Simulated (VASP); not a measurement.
Write the native input for VASP 6.6.1 that does the following.

```
Task                   : single point
Functional             : PBEsol
Potentials or basis    : VASP PAW PBE potentials, release 64 (Ti_sv)
Cutoff                 : 520 eV
k mesh                 : 10 × 10 × 10
Occupations            : methfessel-paxton, width 0.05 eV
Spin                   : no spin polarisation
Dipole correction      : no
Further INCAR settings : ALGO = Normal; EDIFF = 1e-07; NBANDS = 32
```

The structure of Ti lies in POSCAR:

```
Ti
1.0
    4.0534044132      0.0000000000      0.0000000000
    0.0000000000      4.0534044132      0.0000000000
    0.0000000000      0.0000000000      4.0534044132
Ti
4
Direct
    0.0000000000      0.0000000000      0.0000000000
    0.0000000000      0.5000000000      0.5000000000
    0.5000000000      0.0000000000      0.5000000000
    0.5000000000      0.5000000000      0.0000000000
```

These files were run (other wordings do the same):

INCAR

```
SYSTEM = Ti
  ALGO = Normal
  EDIFF = 1E-7
  ENCUT = 520
  GGA = PS
  ISIF = 2
  ISMEAR = 1
  LASPH = .True.
  LCHARG = .False.
  LREAL = .False.
  LWAVE = .False.
  NBANDS = 32
  NELM = 80
  PREC = Accurate
  SIGMA = 0.05
```

KPOINTS

```
k-points
0
Gamma
  10 10 10
  0 0 0
```

Potentials or basis: VASP PAW PBE potentials, release 64 (Ti_sv).

The run is started by

```bash
$ cat potpaw_PBE.64/Ti_sv/POTCAR > POTCAR
$ mpirun -np 1 vasp_std > vasp.out
```

It gave:

```json
{
  "Pressure": "-0.3 GPa",
  "Band gap on the k mesh": "zero (band 24 reaches 9.45 eV, above the bottom of band 25 at 8.16 eV)"
}
```

Caveat: the PAW data sets were made with another functional, which shifts forces and pressure a little.

Wall time 87 s on 1 thread of Intel Xeon 6975P-C, on a shared host, peak memory 0.23 GiB.
